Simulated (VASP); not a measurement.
Wanted: the native input for a VASP 6.6.1 run.

```
Task                   : single point
Functional             : PBE
Potentials or basis    : VASP PAW PBE potentials, release 64 (Mo_sv, H)
Cutoff                 : 520 eV
k mesh                 : 2 × 2 × 2
Occupations            : fermi-dirac, width 0.15 eV
Spin                   : no spin polarisation
Dipole correction      : no
Further INCAR settings : LREAL = Auto; ALGO = Normal; EDIFF = 1e-06; NBANDS = 126
```

The structure of Mo16H (a cell with a defect) lies in POSCAR:

```
Mo16H
1.0
    6.3000000000      0.0000000000      0.0000000000
    0.0000000000      6.3000000000      0.0000000000
    0.0000000000      0.0000000000      6.3000000000
Mo H
16 1
Direct
   -0.0103492063     -0.0235873016      0.0215555556
    0.4951904762     -0.0191269841     -0.0183015873
    0.0000634921      0.4969365079     -0.0001587302
   -0.0186984127      0.0028571429      0.4599523810
    0.2568730159      0.2409365079      0.1977142857
    0.4891746032      0.5170793651      0.0118571429
    0.5124285714     -0.0079841270      0.5140634921
    0.7657142857      0.2468730159      0.2576349206
    0.0087936508      0.5029365079      0.5010634921
    0.2530793651      0.7514444444      0.2710476190
    0.2533333333      0.2665555556      0.7400476190
    0.4889365079      0.5138253968      0.5118253968
    0.7531269841      0.7576666667      0.2472857143
    0.7405238095      0.2596031746      0.7357619048
    0.2470634921      0.7390476190      0.7545079365
    0.7564603175      0.7500634921      0.7884603175
    0.0123650794      1.0458571429      0.7484285714
```

One way to write it, as run:

INCAR

```
PREC = Accurate
ENCUT = 520
EDIFF = 1E-6
ISMEAR = -1
SIGMA = 0.15
LREAL = Auto
LASPH = T
NELM = 80
ALGO = Normal
ISIF = 2
LWAVE = F
LCHARG = F
GGA = PE
NBANDS = 126
```

KPOINTS

```
Automatic mesh
0
Gamma
  2 2 2
```

Potentials or basis: VASP PAW PBE potentials, release 64 (Mo_sv, H).

Command:

```bash
$ cat potpaw_PBE.64/Mo_sv/POTCAR potpaw_PBE.64/H/POTCAR > POTCAR
$ mpirun -np 1 vasp_std > vasp.out
```

It gave:

```
Pressure               : 10.8 GPa
Largest force          : 4.191 eV/Å
Band gap on the k mesh : zero (an odd number of electrons rules out a gap without spin polarisation)
```

Caveat: the k points lie up to 0.50 Å⁻¹ apart, too coarse for converged energies and pressures of a metal.

Run time: 9.9 min on 1 thread of Intel(R) Xeon(R) Platinum 8259CL CPU @ 2.50GHz (Skylake/Cascade Lake), on a shared host, peak memory 0.42 GiB.
